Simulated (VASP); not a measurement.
AlNi3: single point with PBE

AlNi3:

```
CELL_PARAMETERS angstrom
3.52305 0.00000 0.00000
0.00000 3.52305 0.00000
0.00000 0.00000 3.52305
ATOMIC_POSITIONS crystal
Ni 0.50000 0.50000 0.00000
Ni 0.50000 0.00000 0.50000
Ni 0.00000 0.50000 0.50000
Al 0.00000 0.00000 0.00000
```

```
Program                : VASP 6.6.1
Task                   : single point
Functional             : PBE
Potentials or basis    : VASP PAW PBE potentials, release 64 (Ni, Al)
Cutoff                 : 520 eV
k mesh                 : 8 × 8 × 8
Occupations            : fermi-dirac, width 0.05 eV
Spin                   : no spin polarisation
Dipole correction      : no
Further INCAR settings : ALGO = Normal; EDIFF = 1e-06; NBANDS = 24
```

```
Pressure : 7.1 GPa
```

Levels at points of the mesh, in eV from the Fermi level:
| k point | band 13 | band 14 | band 15 | band 16 | band 17 | band 18 | band 19 | band 20 | band 21 | band 22 |
| --- | --- | --- | --- | --- | --- | --- | --- | --- | --- | --- |
| (0.00, 0.00, 0.00) | -0.08 | 0.18 | 0.18 | 0.18 | 0.89 | 0.89 | 0.89 | 6.81 | 6.81 | 7.63 |
| (0.50, 0.00, 0.00) | -1.07 | -1.07 | -0.92 | -0.39 | 0.18 | 5.71 | 5.71 | 5.74 | 5.74 | 6.60 |
| (0.50, 0.50, 0.00) | -1.22 | -1.14 | -0.86 | -0.77 | -0.49 | 1.06 | 1.06 | 8.37 | 8.37 | 8.41 |
| (0.50, 0.50, 0.50) | -1.23 | -0.97 | -0.97 | -0.19 | -0.03 | -0.03 | -0.03 | 3.65 | 4.30 | 4.30 |

Wall time 15 s on 1 thread of Intel(R) Xeon(R) 6975P-C (Granite Rapids) (shared host), peak memory 0.17 GiB.

Spin polarisation is off, so any magnetic state and its effect on volume and gap are missing.
